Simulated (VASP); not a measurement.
# ZnF2 (P4_2/mnm) in VASP: vibrations by perturbation theory with LDA

Aim: the vibrations by perturbation theory of ZnF2 with LDA.

Everything below comes from runs of VASP 6.6.1. Logs are shortened: lines on timing, memory, paths and dates and some standing lists are left out, and cuts for length are marked.

### Step 1. The cell of the first run

It takes space group P4_2/mnm (No. 136, tetragonal). The conventional cell has a = 4.600 Å, b = 4.600 Å, c = 3.067 Å, α = 90.00°, β = 90.00°, γ = 90.00°. Zn (site symmetry mmm) has 6 F at 1.97 to 2.00 Å within 2.6 Å. F (site symmetry m2m) has 3 Zn at 1.97 to 2.00 Å and 1 F at 2.57 Å within 2.6 Å.

### Step 2. Vibrations by perturbation theory, LDA (10.82 Å³/atom)

Contents of INCAR:

```
PREC = Accurate
ENCUT = 600
EDIFF = 1E-8
ISMEAR = 0
SIGMA = 0.01
LREAL = False
LASPH = True
NELM = 120
ALGO = Normal
ISIF = 2
LWAVE = False
LCHARG = True
GGA = CA
IBRION = 8
NSW = 1
GGA_COMPAT = False
```

Contents of KPOINTS:

```
regular mesh
0
Gamma
  4 4 6
```

Contents of POSCAR:

```
ZnF2
1.0
    4.5995901601      0.0000000000      0.0000000000
    0.0000000000      4.5995901601      0.0000000000
    0.0000000000      0.0000000000      3.0672543084
Zn F
2 4
Direct
    0.0000000000      0.0000000000      0.0000000000
    0.5000000000      0.5000000000      0.5000000000
    0.3027334674      0.3027334674      0.0000000000
    0.1972665326      0.8027334674      0.5000000000
    0.6972665326      0.6972665326      0.0000000000
    0.8027334674      0.1972665326      0.5000000000
```

Potentials or basis: VASP PAW LDA potentials, release 64 (Zn, F).

The run is started by

```console
$ cat potpaw_LDA.64/Zn/POTCAR potpaw_LDA.64/F/POTCAR > POTCAR
$ mpirun -np 1 vasp_std > vasp.out
```

OUTCAR:

```text
PREC = Accurate
   ENCUT = 600
   EDIFF = 1E-8
   ISMEAR = 0
   LREAL = False
   LASPH = True
   NELM = 120
   ISIF = 2
   GGA = CA
   IBRION = 8
   NSW = 1

 ion  position               nearest neighbor table
   1  0.000  0.000  0.000-   3 1.97   5 1.97   4 2.00   6 2.00   4 2.00   6 2.00
   2  0.500  0.500  0.500-   4 1.97   6 1.97   5 2.00   3 2.00   3 2.00   5 2.00
   3  0.303  0.303  0.000-   1 1.97   2 2.00   2 2.00
   4  0.197  0.803  0.500-   2 1.97   1 2.00   1 2.00
   5  0.697  0.697  0.000-   1 1.97   2 2.00   2 2.00
   6  0.803  0.197  0.500-   2 1.97   1 2.00   1 2.00

  LATTYP: Found a simple tetragonal cell.
 ALAT       =     4.5995901601
 C/A-ratio  =     0.6668538286

  Lattice vectors:

 A1 = (   4.5995901601,   0.0000000000,   0.0000000000)
 A2 = (   0.0000000000,   4.5995901601,   0.0000000000)
 A3 = (   0.0000000000,   0.0000000000,   3.0672543084)

Analysis of symmetry for initial positions (statically):
=====================================================================
 Subroutine PRICEL returns:
 Original cell was already a primitive cell.

 Routine SETGRP: Setting up the symmetry group for a
 simple tetragonal supercell.

 Subroutine GETGRP returns: Found 16 space group operations
 (whereof  8 operations were pure point group operations)
 out of a pool of 16 trial point group operations.

The static configuration has the point symmetry D_2h.
 The point group associated with its full space group is D_4h.

Analysis of symmetry for dynamics (positions and initial velocities):
=====================================================================
 Subroutine PRICEL returns:
 Original cell was already a primitive cell.

 Routine SETGRP: Setting up the symmetry group for a
 simple tetragonal supercell.

 Subroutine GETGRP returns: Found 16 space group operations
 (whereof  8 operations were pure point group operations)
 out of a pool of 16 trial point group operations.

The dynamic configuration has the point symmetry D_2h.
 The point group associated with its full space group is D_4h.

 Subroutine INISYM returns: Found 16 space group operations
 (whereof  8 operations are pure point group operations),
 and found     1 'primitive' translations

----------------------------------------------------------------------------------------

                                     Primitive cell

  volume of cell :      64.8915

  direct lattice vectors                    reciprocal lattice vectors
     4.599590160  0.000000000  0.000000000     0.217410675  0.000000000  0.000000000
[... 985 lines left out ...]

 POSITION                                       TOTAL-FORCE (eV/Angst)
 -----------------------------------------------------------------------------------
      0.00000      0.00000      0.00000         0.000000     -0.000000     -0.000000
      2.29980      2.29980      1.53363         0.000000     -0.000000     -0.000000
      1.39245      1.39245      0.00000        -0.008348     -0.008348     -0.000000
      0.90735      3.69224      1.53363         0.008348     -0.008348     -0.000000
      3.20714      3.20714      0.00000         0.008348      0.008348      0.000000
      3.69224      0.90735      1.53363        -0.008348      0.008348      0.000000
 -----------------------------------------------------------------------------------
    total drift:                               -0.000000      0.000000     -0.000000

  FREE ENERGIE OF THE ION-ELECTRON SYSTEM (eV)
  ---------------------------------------------------
  free  energy   TOTEN  =       -27.0215045418 eV

  energy  without entropy=      -27.0215045418  energy(sigma->0) =      -27.02150454

[... ionic steps 2 to 9 ...]

--------------------------------------- Ionic step       10  -------------------------------------------

------------------------ aborting loop because EDIFF is reached ----------------------------------------

[... ionic steps 11 to 11 ...]

--------------------------------------- Ionic step       12  -------------------------------------------

 Free energy of the ion-electron system (eV)
  ---------------------------------------------------
  ---------------------------------------------------
  free energy    TOTEN  =        -0.51836271 eV

  energy without entropy =       -0.51836271

------------------------ aborting loop because EDIFF is reached ----------------------------------------

 INTERNAL STRAIN TENSOR  FOR ION    3  DIRECTION 3   (eV/Angst):
 -----------------------------------------------------------------------------
    -0.00326 -0.03615  3.03275
    -0.03615 -0.00326  3.03275
     2.70370  2.70370 -0.01349

 INTERNAL STRAIN TENSOR FOR ION    6 for displacements in x,y,z  (eV/Angst):
          X           Y           Z          XY          YZ          ZX
  --------------------------------------------------------------------------------
  x     0.47785    -0.02162     3.04920     1.89170     0.00000     0.00000
  y     0.02162    -0.47785    -3.04920    -1.89169     0.00000     0.00000
  z     0.00000     0.00000     0.00000     0.00000    -2.70370     3.03275

 SECOND DERIVATIVES (NOT SYMMETRIZED)
 ------------------------------------
               1X          1Y          1Z          2X          2Y          2Z          3X          3Y          3Z          4X          4Y          4Z          5X          5Y          5Z          6X          6Y          6Z
  1X   -12.132545   -1.244974    0.000000    4.171520   -0.007330    0.000000    2.038571    2.612628    0.000000    1.941941   -1.986476    0.000000    2.038571    2.612628    0.000000    1.941941   -1.986476    0.000000
  1Y    -1.244974  -12.132545    0.000000   -0.007330    4.171520    0.000000    2.612628    2.038571    0.000000   -1.986476    1.941941    0.000000    2.612628    2.038571    0.000000   -1.986476    1.941941    0.000000
  1Z     0.000000    0.000000  -10.089797    0.000000    0.000000    0.150961    0.000000    0.000000   -0.204680    0.000000    0.000000    5.174098    0.000000    0.000000   -0.204680    0.000000    0.000000    5.174098
  2X     4.171520    0.007330    0.000000  -12.132545    1.244974    0.000000    1.941941    1.986476    0.000000    2.038571   -2.612628    0.000000    1.941941    1.986476    0.000000    2.038571   -2.612628    0.000000
  2Y     0.007330    4.171520    0.000000    1.244974  -12.132545    0.000000    1.986476    1.941941    0.000000   -2.612628    2.038571    0.000000    1.986476    1.941941    0.000000   -2.612628    2.038571    0.000000
  2Z     0.000000    0.000000    0.150961    0.000000    0.000000  -10.089797    0.000000    0.000000    5.174098    0.000000    0.000000   -0.204680    0.000000    0.000000    5.174098    0.000000    0.000000   -0.204680
  3X     2.054683    2.627726    0.000000    1.929639    2.010589    0.000000   -7.750089   -5.825774    0.000000   -0.656554    0.894341    0.000000    1.222874    1.195314    0.000000    3.199446   -0.902196    0.000000
  3Y     2.627726    2.054683    0.000000    2.010589    1.929639    0.000000   -5.825774   -7.750089    0.000000   -0.902196    3.199446    0.000000    1.195314    1.222874    0.000000    0.894341   -0.656554    0.000000
  3Z     0.000000    0.000000   -0.214321    0.000000    0.000000    5.179285    0.000000    0.000000   -6.179428    0.000000    0.000000    1.036878    0.000000    0.000000   -0.859292    0.000000    0.000000    1.036878
  4X     1.929639   -2.010589    0.000000    2.054683   -2.627726    0.000000   -0.656554   -0.894341    0.000000   -7.750089    5.825774    0.000000    3.199446    0.902196    0.000000    1.222874   -1.195314    0.000000
  4Y    -2.010589    1.929639    0.000000   -2.627726    2.054683    0.000000    0.902196    3.199446    0.000000    5.825774   -7.750089    0.000000   -0.894341   -0.656554    0.000000   -1.195314    1.222874    0.000000
  4Z     0.000000    0.000000    5.179285    0.000000    0.000000   -0.214321    0.000000    0.000000    1.036878    0.000000    0.000000   -6.179428    0.000000    0.000000    1.036878    0.000000    0.000000   -0.859292
  5X     2.054683    2.627726    0.000000    1.929639    2.010589    0.000000    1.222874    1.195314    0.000000    3.199446   -0.902196    0.000000   -7.750089   -5.825774    0.000000   -0.656554    0.894341    0.000000
  5Y     2.627726    2.054683    0.000000    2.010589    1.929639    0.000000    1.195314    1.222874    0.000000    0.894341   -0.656554    0.000000   -5.825774   -7.750089    0.000000   -0.902196    3.199446    0.000000
  5Z     0.000000    0.000000   -0.214321    0.000000    0.000000    5.179285    0.000000    0.000000   -0.859292    0.000000    0.000000    1.036878    0.000000    0.000000   -6.179428    0.000000    0.000000    1.036878
  6X     1.929639   -2.010589    0.000000    2.054683   -2.627726    0.000000    3.199446    0.902196    0.000000    1.222874   -1.195314    0.000000   -0.656554   -0.894341    0.000000   -7.750089    5.825774    0.000000
  6Y    -2.010589    1.929639    0.000000   -2.627726    2.054683    0.000000   -0.894341   -0.656554    0.000000   -1.195314    1.222874    0.000000    0.902196    3.199446    0.000000    5.825774   -7.750089    0.000000
  6Z     0.000000    0.000000    5.179285    0.000000    0.000000   -0.214321    0.000000    0.000000    1.036878    0.000000    0.000000   -0.859292    0.000000    0.000000    1.036878    0.000000    0.000000   -6.179428

 Eigenvectors and eigenvalues of the dynamical matrix
 ----------------------------------------------------

   1 f  =   16.687509 THz   104.850711 2PiTHz  556.635383 cm-1    69.013961 meV
             X         Y         Z           dx          dy          dz
      0.000000  0.000000  0.000000     0.000000   -0.000000    0.000000
      2.299795  2.299795  1.533627     0.000000   -0.000000    0.000000
      1.392450  1.392450  0.000000    -0.353553   -0.353553    0.000000
      0.907345  3.692245  1.533627    -0.353553    0.353553   -0.000000
      3.207140  3.207140  0.000000     0.353553    0.353553    0.000000
      3.692245  0.907345  1.533627     0.353553   -0.353553   -0.000000
[... 145 lines left out ...]
  18 f/i=    1.176458 THz     7.391906 2PiTHz   39.242430 cm-1     4.865439 meV
             X         Y         Z           dx          dy          dz
      0.000000  0.000000  0.000000     0.000000    0.000000    0.000000
      2.299795  2.299795  1.533627     0.000000    0.000000    0.000000
      1.392450  1.392450  0.000000     0.353553   -0.353553    0.000000
      0.907345  3.692245  1.533627    -0.353553   -0.353553    0.000000
      3.207140  3.207140  0.000000    -0.353553    0.353553    0.000000
      3.692245  0.907345  1.533627     0.353553    0.353553    0.000000

--------------------------------------------------------------------------------------------------------

 ELASTIC MODULI CONTR FROM IONIC RELAXATION (kBar)
 Direction    XX          YY          ZZ          XY          YZ          ZX
 --------------------------------------------------------------------------------
 XX          -0.9939     -0.9939    -13.2852      0.0000      0.0000      0.0000
 YY          -0.9939     -0.9939    -13.2852      0.0000     -0.0000     -0.0000
 ZZ         -13.2852    -13.2852   -177.5829      0.0000     -0.0000      0.0000
 XY          -0.0000      0.0000      0.0000    -32.6531      0.0000      0.0000
 YZ           0.0000     -0.0000     -0.0000      0.0000   -135.6994     -0.0000
 ZX           0.0000     -0.0000      0.0000      0.0000     -0.0000   -170.7396
 --------------------------------------------------------------------------------
```

Wall time 5.2 min (1 thread of AMD EPYC 9R45 (Zen 5), shared host); peak memory 0.42 GiB.

Results:

| Item | Value |
| --- | --- |
| Highest phonon frequency at Γ, LO-TO splitting left out | 557 cm⁻¹ |
| Most unstable mode | 39i cm⁻¹ |

Phonon frequencies in cm⁻¹ (negative: imaginary):
```
              q point                                                        frequencies
(0.000, 0.000, 0.000)  -39 0 0 0 115 154 154 240 261 261 276 276 335 385 400 443 443 557
```

Caveat: the cell stands under pressure or tension, which shifts response properties; some modes are imaginary.
